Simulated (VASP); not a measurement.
Sr2O: relaxation of cell and atoms with PBE

The system is Sr2O.

```
Sr O
1.0
     5.82238    0.00000    0.00000
     0.00000    5.82238    0.00000
     0.00000    0.00000    4.10538
Sr O
4 2
Direct
  0.69134 0.69134 0.00000
  0.80866 0.19134 0.50000
  0.30866 0.30866 0.00000
  0.19134 0.80866 0.50000
  0.50000 0.50000 0.50000
  0.00000 0.00000 0.00000
```

| Item | Value |
| --- | --- |
| Program | VASP 6.6.1 |
| Task | relaxation of cell and atoms |
| Functional | PBE |
| Potentials or basis | VASP PAW PBE potentials, release 64 (Sr_sv, O) |
| Cutoff | 600 eV |
| k mesh | 4 × 4 × 4 |
| Occupations | gaussian, width 0.1 eV |
| Spin | no spin polarisation |
| Dipole correction | no |
| Further INCAR settings | ALGO = Normal; EDIFF = 1e-07; IBRION = 2; EDIFFG = -0.04; NSW = 90; ISIF = 3 |

```yaml
Relaxed_volume: 26.59 Å³/atom
Relaxed_cell: a = 6.504 Å, b = 6.504 Å, c = 3.771 Å, α = 90.00°, β = 90.00°, γ = 90.00°
Space_group_after_relaxing_to_0.05_Å: P4_2/mnm (No. 136)
Energy_gained_by_relaxing: 201.9 meV/atom
Ionic_steps: 11
Pressure_after_relaxing: 0.0 GPa
Largest_force_after_relaxing: 0.040 eV/Å
Band_gap_on_the_k_mesh: zero (band 26 reaches 3.61 eV, above the bottom of band 27 at 3.37 eV)
```

Forces in eV/Å, atoms in the order of the input:
```
Sr  -0.028 -0.028  0.000
Sr   0.028 -0.028  0.000
Sr   0.028  0.028  0.000
Sr  -0.028  0.028  0.000
O    0.000  0.000  0.000
O    0.000  0.000  0.000
```

Step by step:
| step | energy change (eV) | largest force (eV/Å) | pressure (GPa) | volume (Å³) |
| --- | --- | --- | --- | --- |
| 1 | 0.0000 | 0.8600 | 6.43 | 139.17 |
| 2 | -0.8585 | 0.4176 | 0.53 | 158.54 |
| 3 | -0.9699 | 0.1493 | -2.46 | 172.90 |
| 4 | -0.9782 | 0.2050 | -1.88 | 169.73 |
| 5 | -1.1686 | 0.0004 | -1.21 | 165.26 |
| 6 | -1.1978 | 0.0842 | -0.86 | 163.12 |
| 7 | -1.1988 | 0.0997 | -0.79 | 162.71 |
| 8 | -1.2089 | 0.0430 | 0.12 | 158.99 |
| 9 | -1.2090 | 0.0483 | 0.03 | 159.32 |
| 10 | -1.2097 | 0.0464 | 0.04 | 159.38 |
| 11 | -1.2115 | 0.0399 | 0.05 | 159.53 |

Final structure:
```
Sr O
1.0
     6.50432    0.00000    0.00000
     0.00000    6.50432    0.00000
     0.00000    0.00000    3.77090
Sr O
4 2
Direct
  0.70035 0.70035 0.00000
  0.79965 0.20035 0.50000
  0.29965 0.29965 0.00000
  0.20035 0.79965 0.50000
  0.50000 0.50000 0.50000
  0.00000 0.00000 0.00000
```

Levels at points of the mesh, in eV from the Fermi level:
| k point | band 24 | band 25 | band 26 | band 27 | band 28 | band 29 |
| --- | --- | --- | --- | --- | --- | --- |
| (0.00, 0.00, 0.00) | -3.55 | -2.95 | -0.03 | 0.23 | 0.69 | 0.69 |
| (0.50, 0.00, 0.00) | -3.79 | -1.45 | -1.45 | 0.41 | 0.41 | 1.37 |
| (0.50, 0.50, 0.00) | -3.78 | -0.92 | -0.92 | -0.12 | -0.12 | 1.50 |
| (0.00, 0.00, 0.50) | -3.82 | -0.26 | -0.26 | 0.26 | 0.26 | 0.55 |
| (0.50, 0.00, 0.50) | -3.59 | -0.08 | -0.08 | 0.09 | 0.09 | 0.51 |
| (0.50, 0.50, 0.50) | -3.86 | -0.45 | -0.45 | 0.63 | 0.63 | 1.04 |

Wall time 11 min on 1 thread of Intel(R) Xeon(R) 6975P-C (Granite Rapids) (shared host), peak memory 0.33 GiB.

Caveat: the k points lie up to 0.42 Å⁻¹ apart in the final cell.
